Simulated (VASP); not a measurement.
# Se (P6/mmm) in VASP: a series of runs

The runs below take Se through relaxation of cell and atoms, with PBEsol.

All numbers are computed with VASP 6.6.1; they aren't measurements. Logs are shortened: lines on timing, memory, paths and dates and some standing lists are left out, and cuts for length are marked.

### Step 1. The cell of the first run

The structure is hexagonal, space group P6/mmm (No. 191). Conventional cell: a = 2.265 Å, b = 2.265 Å, c = 2.129 Å, α = 90.00°, β = 90.00°, γ = 120.00°. Se (site symmetry 6/mmm) has 8 Se at 2.13 to 2.27 Å within 2.8 Å.

This isn't the form of Se at room conditions, which is trigonal, of chains.

### Step 2. Relaxation of cell and atoms, PBEsol, target pressure 290 GPa, at which the enthalpy is minimised

Contents of INCAR:

```
PREC = Accurate ; ENCUT = 600
EDIFF = 1E-7 ; ISMEAR = -1
SIGMA = 0.08 ; LREAL = F
LASPH = T ; NELM = 60
ALGO = Normal ; ISIF = 3
LWAVE = F ; LCHARG = F
GGA = PS ; IBRION = 2
NSW = 60 ; EDIFFG = -0.005
PSTRESS = 2900.0
```

Contents of KPOINTS:

```
Automatic mesh
0
Gamma
  19 19 17
```

Contents of POSCAR:

```
Se
1.0
    2.2652386533      0.0000000000      0.0000000000
   -1.1326193267      1.9617542194      0.0000000000
    0.0000000000      0.0000000000      2.1293243341
Se
1
Direct
    0.0000000000      0.0000000000      0.0000000000
```

Potentials or basis: VASP PAW PBE potentials, release 64 (Se).

Command:

```
cat potpaw_PBE.64/Se/POTCAR > POTCAR
mpirun -np 1 vasp_std > vasp.out
```

OUTCAR:

```text
PREC = Accurate
   ENCUT = 600
   EDIFF = 1E-7
   ISMEAR = -1
   LREAL = F
   LASPH = T
   NELM = 60
   ISIF = 3
   GGA = PS
   IBRION = 2
   NSW = 60
   EDIFFG = -0.005
   PSTRESS = 2900.0

 ion  position               nearest neighbor table
   1  0.000  0.000  0.000-

  LATTYP: Found a hexagonal cell.
 ALAT       =     2.2652386533
 C/A-ratio  =     0.9400000000

  Lattice vectors:

 A1 = (   2.2652386533,   0.0000000000,   0.0000000000)
 A2 = (  -1.1326193267,   1.9617542194,   0.0000000000)
 A3 = (   0.0000000000,   0.0000000000,   2.1293243341)

Analysis of symmetry for initial positions (statically):
=====================================================================
 Subroutine PRICEL returns:
 Original cell was already a primitive cell.

 Routine SETGRP: Setting up the symmetry group for a
 hexagonal supercell.

 Subroutine GETGRP returns: Found 24 space group operations
 (whereof 24 operations were pure point group operations)
 out of a pool of 24 trial point group operations.

The static configuration has the point symmetry D_6h.

Analysis of symmetry for dynamics (positions and initial velocities):
=====================================================================
 Subroutine PRICEL returns:
 Original cell was already a primitive cell.

 Routine SETGRP: Setting up the symmetry group for a
 hexagonal supercell.

 Subroutine GETGRP returns: Found 24 space group operations
 (whereof 24 operations were pure point group operations)
 out of a pool of 24 trial point group operations.

The dynamic configuration has the point symmetry D_6h.

 Subroutine INISYM returns: Found 24 space group operations
 (whereof 24 operations are pure point group operations),
 and found     1 'primitive' translations

----------------------------------------------------------------------------------------

                                     Primitive cell

  volume of cell :       9.4624

  direct lattice vectors                    reciprocal lattice vectors
     2.265238653  0.000000000  0.000000000     0.441454590  0.254873926  0.000000000
    -1.132619327  1.961754219  0.000000000     0.000000000  0.509747852  0.000000000
[... 96 lines left out ...]
   EMIN   =  10.00;   EMAX   =-10.00  energy-range for DOS
   EFERMI =   0.00;   METHOD = LEGACY
   ISMEAR =    -1;   SIGMA  =   0.08  broadening in eV -4-tet -1-fermi 0-gaus
   EFERMI_NEDOS =   21; number of points for ismear=-14 and -15
   IALGO  =     38    algorithm
   IMIX   =      4    mixing-type and parameters
     AMIX     =   0.40;   BMIX     =  1.00
     AMIX_MAG =   1.60;   BMIX_MAG =  1.00
  volume/ion in A,a.u.               =       9.46        63.86
  Fermi-wavevector in a.u.,A,eV,Ry     =   1.406453  2.657810 26.913808  1.978109
  Thomas-Fermi vector in A             =   2.528811
   LORBIT       =      0    0 simple, 1 ext, 2 COOP (PROOUT), +10 PAW based schemes
   GGA     = PS    functional components
   LHFCALC =     F    Hartree Fock is set to
   AEXX    =    0.0000 exact exchange contribution
   IVDW    =     0    specifies the selected vdW correction
   LEPSILON=     F    determine dielectric tensor
   LRPA    =     F    only Hartree local field effects (RPA)
 conjugate gradient relaxation of ions
 non-spin polarized calculation
  energy-cutoff  :      600.00
  volume of cell :        9.46
 maximum number of plane-waves:       332
 NGX is ok and might be reduce to    18
   NGX =  9   NGY =  9   NGZ =  9

--------------------------------------- Ionic step        1  -------------------------------------------

 number of electron       6.0000000 magnetization

 Free energy of the ion-electron system (eV)
  ---------------------------------------------------
  ext. energy  EPLUGINS =         0.00000000
  ---------------------------------------------------
  free energy    TOTEN  =         2.41523479 eV

  energy without entropy =        2.42163628  energy(sigma->0) =        2.41843553

------------------------ aborting loop because EDIFF is reached ----------------------------------------

  FORCE on cell =-STRESS in cart. coord.  units (eV):
  Direction    XX          YY          ZZ          XY          YZ          ZX
  --------------------------------------------------------------------------------------
  -------------------------------------------------------------------------------------
  Total       19.5450799     19.5450799     18.8529750     -0.0000000     -0.0000000      0.0000000
  in kB     3309.3877540   3309.3877540   3192.2000254     -0.0000001     -0.0000000      0.0000000
  external PRESSURE =     370.3251778 kB  Pullay stress =    2900.0000000 kB
[... 94 lines left out ...]
  energy  without entropy=        1.6429158084  energy(sigma->0) =        1.63932131

  enthalpy is  TOTEN    =        19.5040288073 eV   P V=       17.8683019965

[... ionic steps 4 to 7 ...]

--------------------------------------- Ionic step        8  -------------------------------------------

 number of electron       6.0000000 magnetization

------------------------ aborting loop because EDIFF is reached ----------------------------------------
[... 69 lines left out ...]
--------------------------------------- Ionic step       10  -------------------------------------------

 number of electron       6.0000000 magnetization

 Free energy of the ion-electron system (eV)
  ---------------------------------------------------
  ext. energy  EPLUGINS =         0.00000000
  ---------------------------------------------------
  free energy    TOTEN  =         1.75438199 eV

  energy without entropy =        1.76132210  energy(sigma->0) =        1.75785204

 E-fermi :  18.0474     XC(G=0): -14.1872

 val. band max:       18.0250965005   @ k =   0.3158   0.3158   0.4706
 cond. band min:      18.0686250430   @ k =   0.1579   0.1053   0.1176
 fundamental gap:      0.0435285425
 Fermi energy:        18.0474217528

 k-point     1 :       0.0000    0.0000    0.0000
  band No.  band energies     occupation
      1      -8.6999      2.00000
      2      22.0559      0.00000
      3      24.8537      0.00000
      4      24.8537      0.00000
      5      25.2770      0.00000
      6      31.2325      0.00000
      7      31.2325      0.00000
[... 221 lines left out ...]
 k-point    24 :       0.3158    0.1053    0.0000
  band No.  band energies     occupation
      1      -3.2563      2.00000
      2       6.9915      2.00000
      3      14.9555      2.00000
      4      27.0872      0.00000
      5      27.0907      0.00000
      6      32.9834      0.00000
      7      38.7076      0.00000

 [... further k-points ...]
[... 5 lines left out ...]
  --------------------------------------------------------------------------------------
  -------------------------------------------------------------------------------------
  Total       17.7491634     17.7491634     17.7486850     -0.0000000      0.0000000      0.0000000
  in kB     2900.1753310   2900.1753311   2900.0971668     -0.0000001      0.0000000      0.0000000
  external PRESSURE =       0.1492763 kB  Pullay stress =    2900.0000000 kB
[... 20 lines left out ...]
  energy  without entropy=        1.7613220959  energy(sigma->0) =        1.75785204

  enthalpy is  TOTEN    =        19.5024723100 eV   P V=       17.7480903236

 reached required accuracy - stopping structural energy minimisation
```

OSZICAR:

```text
N       E                     dE             d eps       ncg     rms          rms(c)
DAV:   1     0.164370020627E+02    0.16437E+02   -0.40035E+03  5194   0.909E+02
DAV:   2     0.239269030560E+01   -0.14044E+02   -0.13438E+02  7329   0.980E+01
DAV:   3     0.229112626382E+01   -0.10156E+00   -0.98595E-01  5852   0.946E+00
[... 70 lines left out ...]
DAV:   1     0.175431266708E+01    0.46499E-01   -0.23170E-03  5705   0.345E-01    0.848E-02
DAV:   2     0.175436259500E+01    0.49928E-04   -0.37611E-05  5516   0.590E-02    0.517E-02
DAV:   3     0.175438218489E+01    0.19590E-04   -0.43340E-05  5859   0.462E-02    0.127E-02
DAV:   4     0.175438200787E+01   -0.17701E-06   -0.25588E-07  5600   0.558E-03    0.113E-03
DAV:   5     0.175438198639E+01   -0.21480E-07   -0.78245E-09  2814   0.661E-04
  10 F= 0.19502472E+02 E0= 0.19505942E+02  d E =-.779731E-05
```

CONTCAR:

```text
Se
   1.00000000000000
     2.2973346787264561   -0.0000000000270505    0.0000000000000000
    -1.1486673394373630    1.9895501928007189   -0.0000000000000000
     0.0000000000000000   -0.0000000000000000    2.1452852475920681
  Se
     1
Direct
     0.0000000000000000    0.0000000000000000    0.0000000000000000

  0.00000000E+00  0.00000000E+00  0.00000000E+00
```

Run time: 3.4 min. Hardware: 1 thread of Intel Xeon 8259CL, shared host; peak memory 0.15 GiB.

Results:

```
Free energy                                                : 1.7544 eV
Relaxed volume                                             : 9.81 Å³/atom
Relaxed cell                                               : a = 2.297 Å, b = 2.297 Å, c = 2.145 Å, α = 90.00°, β = 90.00°, γ = 120.00°
Space group after relaxing (to 0.1 Å)                      : P6/mmm (No. 191)
Energy change on relaxing (the run minimises the enthalpy) : -660.9 meV/atom
Ionic steps                                                : 10
Pressure after relaxing                                    : 290.0 GPa
Band gap on the k mesh                                     : zero (bands 3 and 4 overlap by 18.83 eV)
```

Step by step:
```
step  energy change (eV)  largest force (eV/Å)  pressure (GPa)  volume (Å³)
   1              0.0000                0.0000          327.03         9.46
   2             -4.1033                0.0000          112.75        12.78
   3             -0.7795                0.0000          283.43         9.87
   4             -0.6700                0.0000          289.42         9.81
   5             -0.6572                0.0000          290.12         9.80
   6             -0.6291                0.0000          291.99         9.79
   7             -0.6519                0.0000          290.51         9.80
   8             -0.6518                0.0000          290.51         9.80
   9             -0.7074                0.0000          287.46         9.83
  10             -0.6609                0.0000          290.01         9.81
```

Final structure:
```cif
data_structure
_symmetry_space_group_name_H-M 'P 1'
_symmetry_Int_Tables_number 1
_cell_length_a 2.2973
_cell_length_b 2.2973
_cell_length_c 2.1453
_cell_angle_alpha 90.000
_cell_angle_beta 90.000
_cell_angle_gamma 120.000
_cell_volume 9.81
loop_
_atom_site_label
_atom_site_type_symbol
_atom_site_fract_x
_atom_site_fract_y
_atom_site_fract_z
_atom_site_occupancy
Se1 Se 0.00000 0.00000 0.00000 1
```

Caveat: the cell is relaxed towards a set pressure, so the run minimises the enthalpy, not the energy; the PAW data sets were made with another functional, which shifts forces and pressure a little.

### Step 3. Relaxation of cell and atoms, PBEsol, target pressure 290 GPa, at which the enthalpy is minimised

This run uses another cell than the first one, of 9.74 Å³/atom.

Contents of INCAR:

```
SYSTEM = Se
ALGO = Normal ; EDIFF = 1E-6
EDIFFG = -0.005 ; ENCUT = 600
GGA = PS ; IBRION = 2
ISIF = 3 ; ISMEAR = -1
LASPH = .TRUE. ; LCHARG = .FALSE.
LREAL = .FALSE. ; LWAVE = .FALSE.
NELM = 100 ; NSW = 32
PREC = Accurate ; PSTRESS = 2900.0
SIGMA = 0.08
```

Contents of KPOINTS:

```
k-points
0
G
  19 19 17
  0 0 0
```

Contents of POSCAR:

```
Se
1.0
    2.2921102883      0.0000000000      0.0000000000
   -1.1460551442      1.9850257380      0.0000000000
    0.0000000000      0.0000000000      2.1400728761
Se
1
Direct
    0.0000000000      0.0000000000      0.0000000000
```

Potentials or basis: VASP PAW PBE potentials, release 64 (Se).

Command:

```
cat potpaw_PBE.64/Se/POTCAR > POTCAR
mpirun -np 1 vasp_std > vasp.out
```

It took 97 s on 1 thread of Intel Xeon 8259CL, shared host; peak memory 0.15 GiB.

It converged, with:

| Item | Value |
| --- | --- |
| Free energy | 1.7536 eV |
| Relaxed volume | 9.81 Å³/atom |
| Relaxed cell | a = 2.297 Å, b = 2.297 Å, c = 2.145 Å, α = 90.00°, β = 90.00°, γ = 120.00° |
| Space group after relaxing (to 0.1 Å) | P6/mmm (No. 191) |
| Energy change on relaxing (the run minimises the enthalpy) | -125.7 meV/atom |
| Ionic steps | 9 |
| Pressure after relaxing | 290.0 GPa |
| Band gap on the k mesh | zero (bands 3 and 4 overlap by 18.83 eV) |

The path:
| step | energy change (eV) | largest force (eV/Å) | pressure (GPa) | volume (Å³) |
| --- | --- | --- | --- | --- |
| 1 | 0.0000 | 0.0000 | 296.93 | 9.74 |
| 2 | -1.0147 | 0.0000 | 242.32 | 10.34 |
| 3 | -0.1290 | 0.0000 | 289.80 | 9.81 |
| 4 | -0.1253 | 0.0000 | 289.95 | 9.81 |
| 5 | -0.1229 | 0.0000 | 290.10 | 9.80 |
| 6 | -0.1233 | 0.0000 | 290.12 | 9.80 |
| 7 | -0.1230 | 0.0000 | 290.12 | 9.80 |
| 8 | -0.1244 | 0.0000 | 290.06 | 9.81 |
| 9 | -0.1257 | 0.0000 | 289.99 | 9.81 |

Final structure:
```
Se
1.0
     2.29737    0.00000    0.00000
    -1.14868    1.98958    0.00000
     0.00000    0.00000    2.14531
Se
1
Direct
  0.00000 0.00000 0.00000
```

Levels at points of the mesh, in eV from the Fermi level:
| k point | band 1 | band 2 | band 3 | band 4 | band 5 | band 6 |
| --- | --- | --- | --- | --- | --- | --- |
| (0.00, 0.00, 0.00) | -26.75 | 4.01 | 6.81 | 6.81 | 7.23 | 13.18 |

Caveat: the cell is relaxed towards a set pressure, so the run minimises the enthalpy, not the energy; the PAW data sets were made with another functional, which shifts forces and pressure a little.

The gap in the log of VASP goes by the Fermi energy; the results here count the filled bands.